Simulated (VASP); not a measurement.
# Zn5In6O14 in VASP: a series of runs

The runs below take Zn5In6O14 through single point, with PBE.

Everything below comes from runs of VASP 6.6.1. Logs are shortened: lines on timing, memory, paths and dates and some standing lists are left out, and cuts for length are marked.

### 1 The cell of the first run

The cell holds an amorphous packing of atoms, 25 atoms: a = 7.045 Å, b = 6.930 Å, c = 6.796 Å, α = 90.74°, β = 91.38°, γ = 91.87°.

### 2 Single point, PBE

File INCAR:

```
PREC = Accurate
ENCUT = 520
EDIFF = 1E-6
ISMEAR = -1
SIGMA = 0.05
LREAL = Auto
LASPH = T
NELM = 80
ALGO = Normal
ISIF = 2
LWAVE = F
LCHARG = F
GGA = PE
NBANDS = 129
ISYM = 0
```

File KPOINTS:

```
Automatic mesh
0
Gamma
  1 1 1
```

File POSCAR:

```
Zn5In6O14
1.0
    7.0438800000     -0.1145760000     -0.0836140000
   -0.1145760000      6.9289560000     -0.0449660000
   -0.0836140000     -0.0449660000      6.7952250000
In O Zn
6 14 5
Direct
    0.2152192521      0.3311430836      0.9028575982
    1.0204962581      0.2314830004      0.4210991746
    0.1738172538      0.8664847730      0.7690161709
    0.8414046391      0.5502857050      0.7254738959
    0.4698912877      0.4780769413      0.4515595433
    0.6340312806      0.9653137021      0.6366454661
    0.7810696018      0.2629178876      0.6322920462
    0.1117886812      0.0981878383      0.1023642651
    0.5772920423      0.7645794411      0.2223122525
    0.4125012408      0.0792704868      0.8183288052
    0.2135548367      0.6374810254      0.9770207971
    0.8944505569      0.4374988201      0.9946961522
    0.8717762281      0.8659551923      0.8066048201
    0.4559403755      0.8706397104      0.3684655304
    0.5461470104      0.6306616368      0.6974467905
    0.1121566584      0.9603188164      0.4948041548
    0.7510982179      0.0951214939      0.2620383519
    0.8732142388      0.5825313103      0.3999115612
    0.2046889491      0.4163271976      0.5958366986
    0.4350914970      0.3616892682      0.1661251040
    0.8338010170      0.1529687972      0.9946510724
    0.4233142001      0.0772419510      0.1673805143
    0.4924260661      0.6072576068      0.0019132050
    0.0394781416      0.5748459842      0.1857911180
    0.8934423182      0.8753637219      0.3161647909
```

Potentials or basis: VASP PAW PBE potentials, release 64 (In_d, O, Zn).

Started as:

```
$ cat potpaw_PBE.64/In_d/POTCAR potpaw_PBE.64/O/POTCAR potpaw_PBE.64/Zn/POTCAR > POTCAR
$ mpirun -np 1 vasp_gam > vasp.out
```

OUTCAR:

```text
PREC = Accurate
   ENCUT = 520
   EDIFF = 1E-6
   ISMEAR = -1
   LREAL = Auto
   LASPH = T
   NELM = 80
   ISIF = 2
   GGA = PE
   ISYM = 0

 ion  position               nearest neighbor table
   1  0.215  0.331  0.903-  19 2.18  11 2.18   8 2.24  10 2.34  20 2.34  12 2.49  23 2.75  24 2.87
                            22 2.93  21 3.00   4 3.29   3 3.34   2 3.57   5 3.73   3 3.85   2 3.87
   2  0.020  0.231  0.421-  16 2.07  19 2.12   7 2.26  17 2.33   8 2.45  25 2.68  18 2.68  24 2.89
                            21 3.19   4 3.31   5 3.55   1 3.57   6 3.59   3 3.66   1 3.87
   3  0.174  0.866  0.769-  16 2.02  13 2.15  11 2.16  10 2.22   8 2.81   4 3.16  23 3.31   1 3.34
                             6 3.44  22 3.47  21 3.53   2 3.66   1 3.85   6 3.97
   4  0.841  0.550  0.725-  12 2.03   7 2.11  15 2.18  18 2.24  13 2.25  19 2.90   3 3.16  23 3.16
                             5 3.20   1 3.29   2 3.31   6 3.32  21 3.32  24 3.39
   5  0.470  0.478  0.452-  15 2.02  20 2.10  19 2.16   9 2.64  14 2.79  18 2.94   7 2.94   4 3.20
                            23 3.20  22 3.37   2 3.55   6 3.73   1 3.73   6 3.98
   6  0.634  0.965  0.637-  13 2.15  10 2.18  14 2.27   7 2.28  15 2.42  17 2.84  25 2.95  21 3.04
                             4 3.32   3 3.44   2 3.59   5 3.73   3 3.97   5 3.98
   7  0.781  0.263  0.632-   4 2.11   2 2.26   6 2.28   5 2.94
   8  0.112  0.098  0.102-  21 2.12   1 2.24  22 2.24   2 2.45   3 2.81
   9  0.577  0.765  0.222-  14 1.52  23 1.91  25 2.40  22 2.48   5 2.64
  10  0.413  0.079  0.818-   6 2.18   3 2.22   1 2.34  22 2.37
  11  0.214  0.637  0.977-  24 1.94  23 1.99   3 2.16   1 2.18
  12  0.894  0.437  0.995-  24 1.86  21 2.00   4 2.03   1 2.49
  13  0.872  0.866  0.807-   6 2.15   3 2.15   4 2.25  21 2.38
  14  0.456  0.871  0.368-   9 1.52  22 2.01   6 2.27   5 2.79
  15  0.546  0.631  0.697-   5 2.02  23 2.12   4 2.18   6 2.42
  16  0.112  0.960  0.495-  25 2.01   3 2.02   2 2.07
  17  0.751  0.095  0.262-  25 1.89  21 1.96   2 2.33  22 2.38   6 2.84
  18  0.873  0.583  0.400-  24 1.89  25 2.12   4 2.24   2 2.68   5 2.94
  19  0.205  0.416  0.596-   2 2.12   5 2.16   1 2.18   4 2.90
  20  0.435  0.362  0.166-  22 1.97  23 2.08   5 2.10   1 2.34
  21  0.834  0.153  0.995-  17 1.96  12 2.00   8 2.12  13 2.38  25 2.96   1 3.00   6 3.04   2 3.19
                             4 3.32   3 3.53
  22  0.423  0.077  0.167-  20 1.97  14 2.01   8 2.24  10 2.37  17 2.38   9 2.48   1 2.93   5 3.37
                             3 3.47
  23  0.492  0.607  0.002-   9 1.91  11 1.99  20 2.08  15 2.12   1 2.75   4 3.16   5 3.20   3 3.31

  24  0.039  0.575  0.186-  12 1.86  18 1.89  11 1.94  25 2.51   1 2.87   2 2.89   4 3.39
  25  0.893  0.875  0.316-  17 1.89  16 2.01  18 2.12   9 2.40  24 2.51   2 2.68   6 2.95  21 2.96

IMPORTANT INFORMATION: All symmetrisations will be switched off!
NOSYMM: (Re-)initialisation of all symmetry stuff for point group C_1.

----------------------------------------------------------------------------------------

                                     Primitive cell

  volume of cell :     331.5000

  direct lattice vectors                    reciprocal lattice vectors
     7.043880000 -0.114576000 -0.083614000     0.142026529  0.002359968  0.001763227
    -0.114576000  6.928956000 -0.044966000     0.002359968  0.144367298  0.000984360
    -0.083614000 -0.044966000  6.795225000     0.001763227  0.000984360  0.147190372

  length of vectors
     7.045307972  6.930049123  6.795888172     0.142057078  0.144389942  0.147204224

  position of ions in fractional coordinates (direct lattice)
     0.215219252  0.331143084  0.902857598
     0.020496258  0.231483000  0.421099175
     0.173817254  0.866484773  0.769016171
     0.841404639  0.550285705  0.725473896
     0.469891288  0.478076941  0.451559543
     0.634031281  0.965313702  0.636645466
[... 17 lines left out ...]
     0.039478142  0.574845984  0.185791118
     0.893442318  0.875363722  0.316164791

  ion indices of the primitive-cell ions
   primitive index   ion index
                 1           1
                 2           2
                 3           3
                 4           4
                 5           5
                 6           6
[... 17 lines left out ...]
                24          24
                25          25

----------------------------------------------------------------------------------------

 KPOINTS: Automatic mesh

Automatic generation of k-mesh.
 Grid dimensions read from file:
 generate k-points for:    1    1    1

 Generating k-lattice:

  Cartesian coordinates                     Fractional coordinates (reciprocal lattice)
     0.142026529  0.002359968  0.001763227     1.000000000  0.000000000  0.000000000
     0.002359968  0.144367298  0.000984360     0.000000000  1.000000000 -0.000000000
     0.001763227  0.000984360  0.147190372     0.000000000  0.000000000  1.000000000

  Length of vectors
     0.142057078  0.144389942  0.147204224

  Shift w.r.t. Gamma in fractional coordinates (k-lattice)
     0.000000000  0.000000000  0.000000000

 Subroutine IBZKPT returns following result:
 ===========================================

 Found      1 irreducible k-points:

 Following reciprocal coordinates:
            Coordinates               Weight
  0.000000  0.000000  0.000000      1.000000
   k-points           NKPTS =      1   k-points in BZ     NKDIM =      1   number of bands    NBANDS=    129
   number of dos      NEDOS =    301   number of ions     NIONS =     25
   total plane-waves  NPLWV = 157464
   dimension x,y,z NGX =    54 NGY =   54 NGZ =   54
   dimension x,y,z NGXF=   108 NGYF=  108 NGZF=  108
   ions per type =               6  14   5
   NGX,Y,Z   is equivalent  to a cutoff of  12.74, 12.95, 13.21 a.u.
   NGXF,Y,Z  is equivalent  to a cutoff of  25.48, 25.91, 26.42 a.u.
 SYSTEM =  unknown system
   PREC   = accura    normal or accurate (medium, high low for compatibility)
   ISTART =      0    job   : 0-new  1-cont  2-samecut
   ICHARG =      2    charge: 1-file 2-atom 10-const
   ISPIN  =      1    spin polarized calculation?
   LNONCOLLINEAR =      F non collinear calculations
   LSORBIT =      F    spin-orbit coupling
   LASPH  =      T    aspherical Exc in radial PAW
   ENCUT  =  520.0 eV  38.22 Ry    6.18 a.u.  13.10 12.89 12.64*2*pi/ulx,y,z
   NELM   =     80;   NELMIN=  2; NELMDL= -5     # of ELM steps
   EDIFF  = 0.1E-05   stopping-criterion for ELM
   LREAL  =      T    real-space projection
   EDIFFG = 0.1E-04   stopping-criterion for IOM
   NSW    =      0    number of steps for IOM
   IBRION =     -1    ionic relax: 0-MD 1-quasi-New 2-CG
   NFREE  =      0    steps in history (QN), initial steepest desc. (CG)
   ISIF   =      2    stress and relaxation
   ISYM   =      0    0-nonsym 1-usesym 2-fastsym
   POTIM  = 0.5000    time-step for ionic-motion
   TEBEG  =    0.0;   TEEND  =   0.0 temperature during run
   PSTRESS=    0.0 pullay stress
   NELECT =     222.0000    total number of electrons
   NUPDOWN=      -1.0000    fix difference up-down
   EMIN   =  10.00;   EMAX   =-10.00  energy-range for DOS
   EFERMI =   0.00;   METHOD = LEGACY
   ISMEAR =    -1;   SIGMA  =   0.05  broadening in eV -4-tet -1-fermi 0-gaus
   EFERMI_NEDOS =   21; number of points for ismear=-14 and -15
   IALGO  =     38    algorithm
   IMIX   =      4    mixing-type and parameters
     AMIX     =   0.40;   BMIX     =  1.00
     AMIX_MAG =   1.60;   BMIX_MAG =  1.00
  volume/ion in A,a.u.               =      13.26        89.48
  Fermi-wavevector in a.u.,A,eV,Ry     =   1.432291  2.706638 27.911781  2.051458
  Thomas-Fermi vector in A             =   2.551935
   LORBIT       =      0    0 simple, 1 ext, 2 COOP (PROOUT), +10 PAW based schemes
   GGA     = PE    functional components
[... 5 lines left out ...]
 non-spin polarized calculation
  energy-cutoff  :      520.00
  volume of cell :      331.50
 maximum number of plane-waves:      4461
 NGX is ok and might be reduce to    54
   NGX = 27   NGY = 25   NGZ = 25

 number of electron     222.0000035 magnetization

 Free energy of the ion-electron system (eV)
  ---------------------------------------------------
  ext. energy  EPLUGINS =         0.00000000
  ---------------------------------------------------
  free energy    TOTEN  =      -116.31988734 eV

  energy without entropy =     -116.31988734  energy(sigma->0) =     -116.31988734

 E-fermi :   5.1016     XC(G=0): -10.7850

 val. band max:        3.8827293917   @ k =   0.0000   0.0000   0.0000
 cond. band min:       6.5634572893   @ k =   0.0000   0.0000   0.0000
 fundamental gap:      2.6807278976
 Fermi energy:         5.1016152473

 k-point     1 :       0.0000    0.0000    0.0000
  band No.  band energies     occupation
      1     -16.7371      2.00000
      2     -14.5461      2.00000
      3     -14.2058      2.00000
      4     -13.8216      2.00000
      5     -13.7587      2.00000
      6     -13.6753      2.00000
[... 115 lines left out ...]
    122       9.0525      0.00000
    123       9.4121      0.00000
 [bands above 123 left out]

------------------------ aborting loop because EDIFF is reached ----------------------------------------

  FORCE on cell =-STRESS in cart. coord.  units (eV):
  Direction    XX          YY          ZZ          XY          YZ          ZX
  --------------------------------------------------------------------------------------
  -------------------------------------------------------------------------------------
  Total        9.3550382     12.2870304      2.9425804      4.4792468      4.2171343      3.6972183
  in kB       45.2139683     59.3846216     14.2218272     21.6487113     20.3818917     17.8690783
  external PRESSURE =      39.6068057 kB  Pullay stress =       0.0000000 kB

 VOLUME and BASIS-vectors are now :
 -----------------------------------------------------------------------------
  energy-cutoff  :      520.00
  volume of cell :      331.50
      direct lattice vectors                 reciprocal lattice vectors
     7.043880000 -0.114576000 -0.083614000     0.142026529  0.002359968  0.001763227
    -0.114576000  6.928956000 -0.044966000     0.002359968  0.144367298  0.000984360
    -0.083614000 -0.044966000  6.795225000     0.001763227  0.000984360  0.147190372

 POSITION                                       TOTAL-FORCE (eV/Angst)
 -----------------------------------------------------------------------------------
      1.40255      2.22922      6.10224         0.196098     -1.182713     -0.465106
      0.08264      1.58265      2.84934        -1.038424      0.646228     -0.152803
      1.06077      5.94934      5.17214         0.340870      0.554951      0.808308
      5.80304      3.68388      4.83466        -0.041256      0.664569     -1.331323
      3.21733      3.23843      3.00766         0.321669     -0.338250     -0.846503
      4.30221      6.58734      4.22973        -0.356703      0.989104     -0.024310
[... 17 lines left out ...]
      0.19668      3.97021      1.23334         0.379405      0.739770      0.743311
      6.16657      5.94877      2.03435        -0.164680     -1.588063      0.054091
 -----------------------------------------------------------------------------------
    total drift:                               -0.013193     -0.014106      0.014463

  FREE ENERGIE OF THE ION-ELECTRON SYSTEM (eV)
  ---------------------------------------------------
  free  energy   TOTEN  =      -116.3198873411 eV

  energy  without entropy=     -116.3198873411  energy(sigma->0) =     -116.31988734
```

Run time: 3 min. Hardware: 1 thread of AMD EPYC 7R13, shared host; peak memory 0.34 GiB.

Results:

```
Free energy            : -116.3199 eV
Pressure               : 4.0 GPa
Largest force          : 2.004 eV/Å
Band gap on the k mesh : 2.68 eV
```

Forces on the atoms (eV/Å):
```
In   0.196 -1.183 -0.465
In  -1.038  0.646 -0.153
In   0.341  0.555  0.808
In  -0.041  0.665 -1.331
In   0.322 -0.338 -0.847
In  -0.357  0.989 -0.024
O   -0.309 -1.019  0.190
O    0.552  0.726 -0.323
O    0.743 -0.151  0.726
O   -0.248 -0.540  0.620
O    0.226  0.857 -0.186
O   -0.463 -1.446 -0.417
O   -0.471 -0.291  0.424
O   -0.655 -0.393 -0.561
O    0.515  1.047  1.629
O   -0.011 -0.338 -0.705
O   -0.100  0.739 -0.208
O    0.181  0.632  0.519
O   -0.109 -0.100  0.083
O   -0.120  0.230 -0.057
Zn   0.092 -0.241 -0.137
Zn   0.228 -0.254 -0.044
Zn   0.311  0.055 -0.340
Zn   0.379  0.740  0.743
Zn  -0.165 -1.588  0.054
```

Levels at points of the mesh, in eV from the valence-band top:
| k point | band 108 | band 109 | band 110 | band 111 | band 112 | band 113 | band 114 | band 115 |
| --- | --- | --- | --- | --- | --- | --- | --- | --- |
| (0.00, 0.00, 0.00) | -0.51 | -0.48 | -0.23 | 0.00 | 2.68 | 3.01 | 3.05 | 3.44 |

Caveat: the k points lie up to 0.92 Å⁻¹ apart; spin-orbit coupling is left out, which moves the levels of the heavy elements.

[end of part 1 of 2]
